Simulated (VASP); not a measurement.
# Al4N5 in VASP: a series of runs

The runs below take Al4N5 through single point, with PBE.

All numbers are computed with VASP 6.6.1; they aren't measurements. Logs are shortened: lines on timing, memory, paths and dates and some standing lists are left out, and cuts for length are marked.

### Step 1. The cell of the first run

The cell holds a slab with vacuum, 9 atoms: a = 3.130 Å, b = 3.130 Å, c = 25.062 Å, α = 90.00°, β = 90.00°, γ = 120.00°.

### Step 2. Single point, PBE, collinear spin

Contents of INCAR:

```
SYSTEM = Al4N5
ALGO = Normal
DIPOL = 0.5 0.5 0.345
EDIFF = 1E-6
ENCUT = 520
GGA = PE
IDIPOL = 3
ISIF = 2
ISMEAR = 0
ISPIN = 2
LASPH = .TRUE.
LCHARG = .FALSE.
LDIPOL = .TRUE.
LORBIT = 11
LREAL = .FALSE.
LWAVE = .FALSE.
MAGMOM = 0 0 0 0 3 0 0 0 0
NBANDS = 32
NELM = 150
PREC = Accurate
SIGMA = 0.05
```

Contents of KPOINTS:

```
k-points
0
G
  9 9 1
  0 0 0
```

Contents of POSCAR:

```
Al4N5
1.0
    3.1297683445      0.0000000000      0.0000000000
   -1.5648841723      2.7104588943      0.0000000000
    0.0000000000      0.0000000000     25.0621509606
N Al
5 4
Direct
    0.3333333333      0.6666666667      0.1596032203
    0.6666666667      0.3333333333      0.2597004396
    0.3333333333      0.6666666667      0.3620561642
    0.6666666667      0.3333333333      0.4610505141
    0.3333333333      0.6666666667      0.5359536371
    0.6666666667      0.3333333333      0.1833176549
    0.3333333333      0.6666666667      0.2834148742
    0.6666666667      0.3333333333      0.3814237064
    0.3333333333      0.6666666667      0.4812895341
```

Potentials or basis: VASP PAW PBE potentials, release 64 (N, Al).

Launch:

```console
> cat potpaw_PBE.64/N/POTCAR potpaw_PBE.64/Al/POTCAR > POTCAR
> mpirun -np 1 vasp_std > vasp.out
```

OUTCAR:

```text
SYSTEM = Al4N5
   EDIFF = 1E-6
   ENCUT = 520
   GGA = PE
   ISIF = 2
   ISMEAR = 0
   ISPIN = 2
   LASPH = .TRUE.
   LORBIT = 11
   LREAL = .FALSE.
   NELM = 150
   PREC = Accurate

 ion  position               nearest neighbor table
   1  0.333  0.667  0.160-   6 1.90   6 1.90   6 1.90
   2  0.667  0.333  0.260-   7 1.90   7 1.90   7 1.90   6 1.91
   3  0.333  0.667  0.362-   8 1.87   8 1.87   8 1.87   7 1.97
   4  0.667  0.333  0.461-   9 1.88   9 1.88   9 1.88   8 2.00
   5  0.333  0.667  0.536-   9 1.37
   6  0.667  0.333  0.183-   1 1.90   1 1.90   1 1.90   2 1.91   7 3.09   7 3.09   7 3.09
   7  0.333  0.667  0.283-   2 1.90   2 1.90   2 1.90   3 1.97   8 3.05   8 3.05   8 3.05   6 3.09
                             6 3.09   6 3.09
   8  0.667  0.333  0.381-   3 1.87   3 1.87   3 1.87   4 2.00   7 3.05   7 3.05   7 3.05   9 3.09
                             9 3.09   9 3.09
   9  0.333  0.667  0.481-   5 1.37   4 1.88   4 1.88   4 1.88   8 3.09   8 3.09   8 3.09

  LATTYP: Found a hexagonal cell.
 ALAT       =     3.1297683445
 C/A-ratio  =     8.0076696426

  Lattice vectors:

 A1 = (   3.1297683445,   0.0000000000,   0.0000000000)
 A2 = (  -1.5648841723,   2.7104588943,   0.0000000000)
 A3 = (   0.0000000000,   0.0000000000,  25.0621509606)

Analysis of symmetry for initial positions (statically):
=====================================================================
 Subroutine PRICEL returns:
 Original cell was already a primitive cell.

 Routine SETGRP: Setting up the symmetry group for a
 hexagonal supercell.

 Subroutine GETGRP returns: Found  6 space group operations
 (whereof  6 operations were pure point group operations)
 out of a pool of 24 trial point group operations.

The static configuration has the point symmetry C_3v.

Analysis of symmetry for dynamics (positions and initial velocities):
=====================================================================
 Subroutine PRICEL returns:
 Original cell was already a primitive cell.

 Routine SETGRP: Setting up the symmetry group for a
 hexagonal supercell.

 Subroutine GETGRP returns: Found  6 space group operations
 (whereof  6 operations were pure point group operations)
 out of a pool of 24 trial point group operations.

The dynamic configuration has the point symmetry C_3v.

Analysis of structural, dynamic, and magnetic symmetry:
=====================================================================
 Subroutine PRICEL returns:
 Original cell was already a primitive cell.

 Routine SETGRP: Setting up the symmetry group for a
 hexagonal supercell.

 Subroutine GETGRP returns: Found  6 space group operations
 (whereof  6 operations were pure point group operations)
 out of a pool of 24 trial point group operations.

The overall configuration has the point symmetry C_3v.

 Subroutine INISYM returns: Found  6 space group operations
 (whereof  6 operations are pure point group operations),
 and found     1 'primitive' translations

----------------------------------------------------------------------------------------

                                     Primitive cell

  volume of cell :     212.6049

  direct lattice vectors                    reciprocal lattice vectors
     3.129768344  0.000000000  0.000000000     0.319512465  0.184470608  0.000000000
    -1.564884172  2.710458894  0.000000000     0.000000000  0.368941216  0.000000000
     0.000000000  0.000000000 25.062150961     0.000000000  0.000000000  0.039900805

  length of vectors
     3.129768344  3.129768345 25.062150961     0.368941216  0.368941216  0.039900805

  position of ions in fractional coordinates (direct lattice)
     0.333333333  0.666666667  0.159603220
     0.666666667  0.333333333  0.259700440
     0.333333333  0.666666667  0.362056164
     0.666666667  0.333333333  0.461050514
     0.333333333  0.666666667  0.535953637
     0.666666667  0.333333333  0.183317655
     0.333333333  0.666666667  0.283414874
     0.666666667  0.333333333  0.381423706
     0.333333333  0.666666667  0.481289534

  ion indices of the primitive-cell ions
   primitive index   ion index
                 1           1
                 2           2
                 3           3
                 4           4
                 5           5
                 6           6
                 7           7
                 8           8
                 9           9

----------------------------------------------------------------------------------------

 KPOINTS: k-points

Automatic generation of k-mesh.
 Grid dimensions read from file:
 generate k-points for:    9    9    1

 Generating k-lattice:

  Cartesian coordinates                     Fractional coordinates (reciprocal lattice)
     0.035501385  0.020496734  0.000000000     0.111111111  0.000000000  0.000000000
     0.000000000  0.040993468  0.000000000     0.000000000  0.111111111  0.000000000
     0.000000000  0.000000000  0.039900805     0.000000000  0.000000000  1.000000000

  Length of vectors
     0.040993468  0.040993468  0.039900805

  Shift w.r.t. Gamma in fractional coordinates (k-lattice)
     0.000000000  0.000000000  0.000000000

 Subroutine IBZKPT returns following result:
 ===========================================

 Found     12 irreducible k-points:

 Following reciprocal coordinates:
            Coordinates               Weight
  0.000000  0.000000  0.000000      1.000000
  0.111111  0.000000  0.000000      6.000000
  0.222222 -0.000000  0.000000      6.000000
  0.333333 -0.000000  0.000000      6.000000
  0.444444 -0.000000  0.000000      6.000000
  0.111111  0.111111  0.000000      6.000000
  0.222222  0.111111  0.000000     12.000000
  0.333333  0.111111  0.000000     12.000000
  0.444444  0.111111  0.000000      6.000000
  0.222222  0.222222  0.000000      6.000000
  0.333333  0.222222  0.000000     12.000000
  0.333333  0.333333  0.000000      2.000000
   k-points           NKPTS =     12   k-points in BZ     NKDIM =     12   number of bands    NBANDS=     32
   number of dos      NEDOS =    301   number of ions     NIONS =      9
   total plane-waves  NPLWV = 110592
   dimension x,y,z NGX =    24 NGY =   24 NGZ =  192
   dimension x,y,z NGXF=    48 NGYF=   48 NGZF=  384
   ions per type =               5   4
   NGX,Y,Z   is equivalent  to a cutoff of  12.75, 12.75, 12.74 a.u.
   NGXF,Y,Z  is equivalent  to a cutoff of  25.50, 25.50, 25.47 a.u.
 SYSTEM =  Al4N5
   PREC   = accura    normal or accurate (medium, high low for compatibility)
   ISTART =      0    job   : 0-new  1-cont  2-samecut
   ICHARG =      2    charge: 1-file 2-atom 10-const
   ISPIN  =      2    spin polarized calculation?
   LNONCOLLINEAR =      F non collinear calculations
   LSORBIT =      F    spin-orbit coupling
   LASPH  =      T    aspherical Exc in radial PAW
   ENCUT  =  520.0 eV  38.22 Ry    6.18 a.u.   5.82  5.82 46.60*2*pi/ulx,y,z
   NELM   =    150;   NELMIN=  2; NELMDL= -5     # of ELM steps
   EDIFF  = 0.1E-05   stopping-criterion for ELM
   LREAL  =      F    real-space projection
   EDIFFG = 0.1E-04   stopping-criterion for IOM
   NSW    =      0    number of steps for IOM
   IBRION =     -1    ionic relax: 0-MD 1-quasi-New 2-CG
   NFREE  =      0    steps in history (QN), initial steepest desc. (CG)
   ISIF   =      2    stress and relaxation
   ISYM   =      2    0-nonsym 1-usesym 2-fastsym
   POTIM  = 0.5000    time-step for ionic-motion
   TEBEG  =    0.0;   TEEND  =   0.0 temperature during run
   PSTRESS=    0.0 pullay stress
   NELECT =      37.0000    total number of electrons
   NUPDOWN=      -1.0000    fix difference up-down
   EMIN   =  10.00;   EMAX   =-10.00  energy-range for DOS
   EFERMI =   0.00;   METHOD = LEGACY
   ISMEAR =     0;   SIGMA  =   0.05  broadening in eV -4-tet -1-fermi 0-gaus
   EFERMI_NEDOS =   21; number of points for ismear=-14 and -15
   IALGO  =     38    algorithm
   IMIX   =      4    mixing-type and parameters
     AMIX     =   0.40;   BMIX     =  1.00
     AMIX_MAG =   1.60;   BMIX_MAG =  1.00
  volume/ion in A,a.u.               =      23.62       159.41
  Fermi-wavevector in a.u.,A,eV,Ry     =   0.914010  1.727228 11.366502  0.835414
  Thomas-Fermi vector in A             =   2.038588
   LORBIT       =     11    0 simple, 1 ext, 2 COOP (PROOUT), +10 PAW based schemes
   GGA     = PE    functional components
   LHFCALC =     F    Hartree Fock is set to
   AEXX    =    0.0000 exact exchange contribution
   IVDW    =     0    specifies the selected vdW correction
   LEPSILON=     F    determine dielectric tensor
   LRPA    =     F    only Hartree local field effects (RPA)
 spin polarized calculation
 Gauss-broadening in eV      SIGMA  =   0.05
  energy-cutoff  :      520.00
  volume of cell :      212.60
 maximum number of plane-waves:      5756
 NGX is ok and might be reduce to    24
   NGX = 11   NGY = 11   NGZ = 93

 dipolmoment           0.000000      0.000000      0.174702 electrons x Angstroem

 number of electron      36.9999995 magnetization       2.3094906

 dipolmoment           0.000000      0.000000     -0.019180 electrons x Angstroem

 Free energy of the ion-electron system (eV)
  ---------------------------------------------------
  ext. energy  EPLUGINS =         0.00000000
  ---------------------------------------------------
  free energy    TOTEN  =       -55.79487232 eV

  energy without entropy =      -55.78170263  energy(sigma->0) =      -55.78828748

 E-fermi :  -1.4447     XC(G=0):  -5.3147

 val. band max:       -1.4607991332   @ k =   0.2222   0.1111   0.0000
 cond. band min:      -1.4406767950   @ k =   0.4444  -0.0000   0.0000
 fundamental gap:      0.0201223382
 Fermi energy:        -1.4447156810

 spin component 1

 k-point     1 :       0.0000    0.0000    0.0000
  band No.  band energies     occupation
      1     -17.6620      1.00000
      2     -17.1516      1.00000
      3     -16.3145      1.00000
      4     -15.1404      1.00000
      5     -14.5144      1.00000
      6      -7.6077      1.00000
[... 385 lines left out ...]
     29       8.8978      0.00000
     30       8.9581      0.00000
 Fermi energy:        -1.4447156810

 spin component 2

 k-point     1 :       0.0000    0.0000    0.0000
  band No.  band energies     occupation
      1     -17.3772      1.00000
      2     -16.5608      1.00000
      3     -16.0119      1.00000
      4     -14.5809      1.00000
      5     -13.3351      1.00000
      6      -7.5015      1.00000
[... 385 lines left out ...]
     29       8.9021      0.00000
     30       8.9953      0.00000
 [bands above 30 left out]

------------------------ aborting loop because EDIFF is reached ----------------------------------------

 vacuum level on the upper side and lower side of the slab       (xc-potential included)        -0.244         0.220

  FORCE on cell =-STRESS in cart. coord.  units (eV):
  Direction    XX          YY          ZZ          XY          YZ          ZX
  --------------------------------------------------------------------------------------
  -------------------------------------------------------------------------------------
  Total        1.4208566      1.4208566     37.1274259     -0.0000000      0.0000000      0.0000000
  in kB       10.7074848     10.7074848    279.7899188     -0.0000000      0.0000000      0.0000000
  external PRESSURE =     100.4016295 kB  Pullay stress =       0.0000000 kB

 VOLUME and BASIS-vectors are now :
 -----------------------------------------------------------------------------
  energy-cutoff  :      520.00
  volume of cell :      212.60
      direct lattice vectors                 reciprocal lattice vectors
     3.129768344  0.000000000  0.000000000     0.319512465  0.184470608  0.000000000
    -1.564884172  2.710458894  0.000000000     0.000000000  0.368941216  0.000000000
     0.000000000  0.000000000 25.062150961     0.000000000  0.000000000  0.039900805

 POSITION                                       TOTAL-FORCE (eV/Angst)
 -----------------------------------------------------------------------------------
     -0.00000      1.80697      4.00000         0.000000     -0.000000      1.885737
      1.56488      0.90349      6.50865        -0.000000      0.000000      1.031163
     -0.00000      1.80697      9.07391        -0.000000      0.000000     -1.146721
      1.56488      0.90349     11.55492         0.000000      0.000000     -2.266821
     -0.00000      1.80697     13.43215         0.000000      0.000000     27.827767
      1.56488      0.90349      4.59433        -0.000000      0.000000     -2.214761
     -0.00000      1.80697      7.10299         0.000000      0.000000     -0.437871
      1.56488      0.90349      9.55930        -0.000000      0.000000      1.311404
     -0.00000      1.80697     12.06215         0.000000      0.000000    -25.989897
 -----------------------------------------------------------------------------------
    total drift:                                0.000000      0.000000     -0.000175

  FREE ENERGIE OF THE ION-ELECTRON SYSTEM (eV)
  ---------------------------------------------------
  free  energy   TOTEN  =       -55.7948723203 eV

  energy  without entropy=      -55.7817026330  energy(sigma->0) =      -55.78828748

 vacuum level on the upper side and lower side of the slab         5.557         6.013

 total charge

# of ion       s       p       d       tot
------------------------------------------
    1        1.256   2.439   0.000   3.696
    2        1.229   2.613   0.000   3.842
    3        1.226   2.633   0.000   3.859
    4        1.239   2.590   0.000   3.830
    5        1.371   2.321   0.000   3.692
    6        0.369   0.427   0.000   0.796
    7        0.363   0.424   0.000   0.787
    8        0.369   0.434   0.000   0.802
    9        0.479   0.674   0.000   1.153
--------------------------------------------------
tot          7.901  14.555   0.000  22.457

 magnetization (x)

# of ion       s       p       d       tot
------------------------------------------
    1       -0.001  -0.041   0.000  -0.042
    2        0.000   0.003   0.000   0.004
    3        0.001   0.021   0.000   0.022
    4        0.014   0.200   0.000   0.214
    5        0.044   1.392   0.000   1.436
    6        0.001  -0.002   0.000  -0.001
    7       -0.000   0.001   0.000   0.001
    8        0.002   0.008   0.000   0.010
    9        0.022   0.076   0.000   0.098
--------------------------------------------------
tot          0.083   1.658   0.000   1.741
```

Run time: 3.9 min. Hardware: 1 thread of Intel Xeon 6975P-C (Granite Rapids), shared host; peak memory 0.47 GiB.

What came out:

- Free energy: -55.7949 eV
- Largest force: 27.828 eV/Å
- Net moment: 2.31 μB per cell
- Site moments: N -0.04, +0.00, +0.02, +0.21, +1.44; Al -0.00, +0.00, +0.01, +0.10 μB
- Valence electrons inside the program's atomic spheres: N 3.70, 3.84, 3.86, 3.83, 3.69; Al 0.80, 0.79, 1.15 (each value once)

Forces in eV/Å, atoms in the order of the input:
```
N     0.000   0.000   1.886
N     0.000   0.000   1.031
N     0.000   0.000  -1.147
N     0.000   0.000  -2.267
N     0.000   0.000  27.828
Al    0.000   0.000  -2.215
Al    0.000   0.000  -0.438
Al    0.000   0.000   1.311
Al    0.000   0.000 -25.990
```

### Step 3. Single point, PBE, collinear spin

Contents of INCAR:

```
SYSTEM = Al4N5
ALGO = Normal ; DIPOL = 0.5 0.5 0.348
EDIFF = 1E-6 ; ENCUT = 520
GGA = PE ; IDIPOL = 3
ISIF = 2 ; ISMEAR = 0
ISPIN = 2 ; LASPH = .True.
LCHARG = .False. ; LDIPOL = .True.
LORBIT = 11 ; LREAL = .False.
LWAVE = .False. ; MAGMOM = 0 0 0 0 3 0 0 0 0
NBANDS = 32 ; NELM = 150
PREC = Accurate ; SIGMA = 0.05
```

Contents of KPOINTS:

```
k-points
0
Gamma
  9 9 1
  0 0 0
```

Changes to POSCAR since step 2:

```diff
@@ -12,3 +12,3 @@
     0.6666666667      0.3333333333      0.4610505141
-    0.3333333333      0.6666666667      0.5359536371
+    0.3333333333      0.6666666667      0.5638842006
     0.6666666667      0.3333333333      0.1833176549
```

Potentials or basis: VASP PAW PBE potentials, release 64 (N, Al).

Launch:

```console
> cat potpaw_PBE.64/N/POTCAR potpaw_PBE.64/Al/POTCAR > POTCAR
> mpirun -np 1 vasp_std > vasp.out
```

It took 4.7 min on 1 thread of Intel Xeon 6975P-C (Granite Rapids), shared host; peak memory 0.47 GiB.

It converged, with:

* Free energy: -60.7626 eV
* Largest force: 2.283 eV/Å
* Net moment: 2.43 μB per cell
* Site moments: N +0.03, +0.00, +0.01, +0.05, +1.49; Al +0.00 μB
* Valence electrons inside the program's atomic spheres: N 3.70, 3.84, 3.86, 3.37 (each value once); Al 0.80, 0.79 (each value once)

Forces on the atoms (eV/Å):
```
N    0.000  0.000  1.895
N    0.000  0.000  1.209
N    0.000  0.000 -0.875
N    0.000  0.000 -0.731
N    0.000  0.000 -0.913
Al   0.000  0.000 -2.283
Al   0.000  0.000 -0.610
Al   0.000  0.000  1.061
Al   0.000  0.000  1.248
```

Levels at points of the mesh, in eV from the Fermi level:
Spin up:
```tsv
k point	band 18	band 19	band 20	band 21	band 22	band 23
(0.00, 0.00, 0.00)	-0.50	0.05	0.05	3.35	4.65	5.23
```
Spin down:
| k point | band 13 | band 14 | band 15 | band 16 | band 17 | band 18 | band 19 | band 20 | band 21 | band 22 |
| --- | --- | --- | --- | --- | --- | --- | --- | --- | --- | --- |
| (0.00, 0.00, 0.00) | -1.47 | -1.47 | -0.70 | -0.20 | 0.13 | 0.13 | 3.34 | 3.34 | 3.48 | 4.81 |

### Step 4. Single point, PBE, collinear spin

Contents of INCAR:

```
SYSTEM = Al4N5
PREC = Accurate ; ENCUT = 520
EDIFF = 1E-7 ; ISMEAR = 0
SIGMA = 0.05 ; LREAL = .FALSE.
LASPH = .TRUE. ; NELM = 150
ALGO = Normal ; ISIF = 2
LWAVE = .FALSE. ; LCHARG = .FALSE.
ISPIN = 2 ; MAGMOM = 0 0 0 0 3 0 0 0 0
LORBIT = 11 ; LDIPOL = .TRUE.
IDIPOL = 3 ; DIPOL = 0.5 0.5 0.352
GGA = PE ; NBANDS = 32
```

Contents of KPOINTS:

```
Automatic mesh
0
G
  9 9 1
  0 0 0
```

Changes to POSCAR since step 3:

```diff
@@ -12,3 +12,3 @@
     0.6666666667      0.3333333333      0.4610505141
-    0.3333333333      0.6666666667      0.5638842006
+    0.3333333333      0.6666666667      0.5997949252
     0.6666666667      0.3333333333      0.1833176549
```

Launch:

```console
> cat potpaw_PBE.64/N/POTCAR potpaw_PBE.64/Al/POTCAR > POTCAR
> mpirun -np 1 vasp_std > vasp.out
```

Wall time 3.6 min (1 thread of Intel Xeon 6975P-C (Granite Rapids), shared host); peak memory 0.47 GiB.

The run converged. Its results:

```
Free energy                                           : -59.5024 eV
Largest force                                         : 2.625 eV/Å
Net moment                                            : 2.42 μB per cell
Site moments                                          : N -0.03, +0.00, -0.00, +1.71 (each value once); Al -0.00, +0.00, -0.02 (each value once) μB
Valence electrons inside the program's atomic spheres : N 3.70, 3.84, 3.86, 3.29 (each value once); Al 0.80, 0.79, 0.76 (each value once)
```

Forces in eV/Å, atoms in the order of the input:
```
N    0.000  0.000  2.031
N    0.000  0.000  1.876
N    0.000  0.000 -0.103
N    0.000  0.000  0.052
N    0.000  0.000 -1.119
Al   0.000  0.000 -2.625
Al   0.000  0.000 -1.273
Al   0.000  0.000  0.223
Al   0.000  0.000  0.938
```

Levels at points of the mesh, in eV from the Fermi level:
Spin up:
```
           k point  band 18  band 19  band 20  band 21  band 22  band 23
(0.00, 0.00, 0.00)    -0.72     0.15     0.15     0.86     3.14     4.35
```
Spin down:
```
           k point  band 15  band 16  band 17  band 18  band 19  band 20
(0.00, 0.00, 0.00)    -1.14    -0.58     0.07     0.07     1.58     3.18
```

### Step 5. Summary

```tsv
cell	gap on the mesh (eV)	moment (μB)	largest force (eV/Å)
as given, atomic positions A	none	2.31	27.83
as given, atomic positions B	none	2.43	2.28
as given, atomic positions C	none	2.42	2.62
```

Alike in all rows: task single point; level PBE; potentials or basis VASP PAW PBE potentials, release 64 (N, Al); spin collinear; k mesh 9 × 9 × 1; cutoff (eV) 520; smearing gaussian 0.05 eV.

Absolute energies hang on the potentials; compare differences alone.
